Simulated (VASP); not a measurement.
Input of a VASP 6.6.1 run:

INCAR

```
PREC = Accurate ; ENCUT = 520
EDIFF = 1E-7 ; ISMEAR = 0
SIGMA = 0.05 ; LREAL = F
LASPH = T ; NELM = 60
ALGO = Normal ; ISIF = 2
LWAVE = F ; LCHARG = F
GGA = PE ; NBANDS = 15
```

Contents of KPOINTS:

```
Automatic mesh
0
Gamma
  6 6 4
```

POSCAR

```
MgI2
1.0
    4.1618263529      0.0000000000      0.0000000000
   -2.0809131765      3.6042473478      0.0000000000
    0.0000000000      0.0000000000      7.7274703875
Mg I
1 2
Direct
    0.0000000000      0.0000000000      0.0000000000
    0.3333333333      0.6666666667      0.7897071656
    0.6666666667      0.3333333333      0.2102928344
```

Potentials or basis: VASP PAW PBE potentials, release 64 (Mg, I).

Command:

```bash
$ cat potpaw_PBE.64/Mg/POTCAR potpaw_PBE.64/I/POTCAR > POTCAR
$ mpirun -np 1 vasp_std > vasp.out
```

Task: Estimate the pressure.

Result: 1.3 GPa.

Task: Predict the largest force.

Result: 0.314 eV/Å.

Task: Predict the band gap on the k mesh.

Result: 3.70 eV, indirect (least direct gap 3.90 eV).

Forces on the atoms (eV/Å):
```
Mg   0.000  0.000  0.000
I    0.000  0.000 -0.314
I    0.000  0.000  0.314
```

Caveat: spin-orbit coupling is left out, which moves the levels of the heavy elements; this functional lacks dispersion, which binds the layers, so the pressure and a relaxed spacing across them are unreliable. A k mesh can miss the band edges.
